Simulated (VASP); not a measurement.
Input of a VASP 6.6.1 run:

INCAR

```
SYSTEM = Sb
  ALGO = Normal
  EDIFF = 1E-6
  EDIFFG = -0.002
  ENCUT = 600
  GGA = CA
  IBRION = 2
  ISIF = 3
  ISMEAR = 0
  LASPH = .True.
  LCHARG = .False.
  LREAL = .False.
  LWAVE = .False.
  NELM = 100
  NSW = 100
  PREC = Accurate
  SIGMA = 0.1
```

The input KPOINTS:

```
k-points
0
Gamma
  14 10 10
  0 0 0
```

File POSCAR:

```
Sb
1.0
    3.1224020000      0.0000000000      0.0000000000
    0.0000000000      4.3475180000      0.0000000000
   -0.0389150000      0.0000000000      4.4058520000
Sb
2
Direct
    0.9886110000      0.7500000000      0.7588340000
    0.0113890000      0.2500000000      0.2411660000
```

Potentials or basis: VASP PAW LDA potentials, release 64 (Sb).

Command:

```sh
$ cat potpaw_LDA.64/Sb/POTCAR > POTCAR
$ mpirun -np 1 vasp_std > vasp.out
```

**Question.** Estimate the band gap on the k mesh.

**Answer.** Zero (band 5 reaches 13.24 eV, above the bottom of band 6 at 3.97 eV).

**Question.** Estimate the relaxed cell.

**Answer.** a = 3.047 Å, b = 4.303 Å, c = 4.302 Å, α = 90.00°, β = 89.98°, γ = 90.00°.

**Question.** What does it give for the relaxed volume?

**Answer.** 28.21 Å³/atom.

**Question.** Estimate the space group after relaxing (to 0.05 Å).

**Answer.** Pm-3m (No. 221).

Final structure:
```cif
data_structure
_symmetry_space_group_name_H-M 'P 1'
_symmetry_Int_Tables_number 1
_cell_length_a 3.0473
_cell_length_b 4.3029
_cell_length_c 4.3024
_cell_angle_alpha 90.000
_cell_angle_beta 89.984
_cell_angle_gamma 90.000
_cell_volume 56.41
loop_
_atom_site_label
_atom_site_type_symbol
_atom_site_fract_x
_atom_site_fract_y
_atom_site_fract_z
_atom_site_occupancy
Sb1 Sb 0.00023 0.75000 0.75003 1
Sb2 Sb 0.99977 0.25000 0.24997 1
```

Caveat: spin-orbit coupling is left out, which moves the levels of the heavy elements.
